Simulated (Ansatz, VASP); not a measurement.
Given: the input of a run of Ansatz 0.2.0 on HfO2.

The input input.yaml:

```yaml
crystal:
  lattice:
    - [0.0, 2.5575, 2.5575]
    - [2.5575, 0.0, 2.5575]
    - [2.5575, 2.5575, 0.0]
  atoms:
    - { symbol: Hf, position: [0.0, 0.0, 0.0] }
    - { symbol: O, position: [0.75, 0.75, 0.75] }
    - { symbol: O, position: [0.25, 0.25, 0.25] }
hamiltonian:
  xc: pbe
  pseudopotentials: { kind: paw }
kpoints:
  mp_grid: { grid: [9, 9, 9] }
scf:
  occupations: { method: gaussian, width: 0.026 }
output:
  forces: true
  stress: true
  eigenvalues: true
```

Potentials or basis: Ansatz PAW.

The run is started by

```bash
$ ansatz run input.yaml --threads 2 --pin off --max-ram 5632MiB --backend cpu --events-out ev --progress --plain --runs-dir out
```

**Question.** Translate it to VASP 6.6.1. Potentials there: VASP PAW PBE potentials, release 64 (Hf_pv, O).

**Answer.** As run (the cutoff follows the program's own potentials):

INCAR

```
  PREC = Accurate
  ENCUT = 520
  EDIFF = 1E-7
  ISMEAR = 0
  SIGMA = 0.026000000000000002
  LREAL = F
  LASPH = T
  NELM = 80
  ALGO = Normal
  ISIF = 2
  LWAVE = F
  LCHARG = F
  GGA = PE
  NBANDS = 18
```

The input KPOINTS:

```
regular mesh
0
Gamma
  9 9 9
```

POSCAR

```
HfO2
1.0
    0.0000000000      2.5575000000      2.5575000000
    2.5575000000      0.0000000000      2.5575000000
    2.5575000000      2.5575000000      0.0000000000
Hf O
1 2
Direct
    0.0000000000      0.0000000000      0.0000000000
    0.7500000000      0.7500000000      0.7500000000
    0.2500000000      0.2500000000      0.2500000000
```

Potentials or basis: VASP PAW PBE potentials, release 64 (Hf_pv, O).

Command:

```sh
$ cat potpaw_PBE.64/Hf_pv/POTCAR potpaw_PBE.64/O/POTCAR > POTCAR
$ mpirun -np 1 vasp_std > vasp.out
```

Both were run:

|  | VASP | Ansatz | Ansatz less VASP |
| --- | --- | --- | --- |
| gap on the k mesh at the Fermi level (eV) | 3.84 | 3.83 | -0.008 |
| least direct gap on the mesh (eV) | 3.95 | 3.94 | -0.008 |
| pressure (GPa) | -6.0 | -2.5 | +3.54 |

The functional is the same, so the differences come from potentials, cutoffs and numerics. VASP's potentials hold 22 valence electrons a cell and Ansatz's 38, so a difference there can come from the potentials and not from the codes.

Neither program's run includes spin-orbit coupling. Noted on Ansatz's run: odd divisions of the mesh miss points on the zone boundary, where band edges often lie, so the gap on the mesh can be too wide.
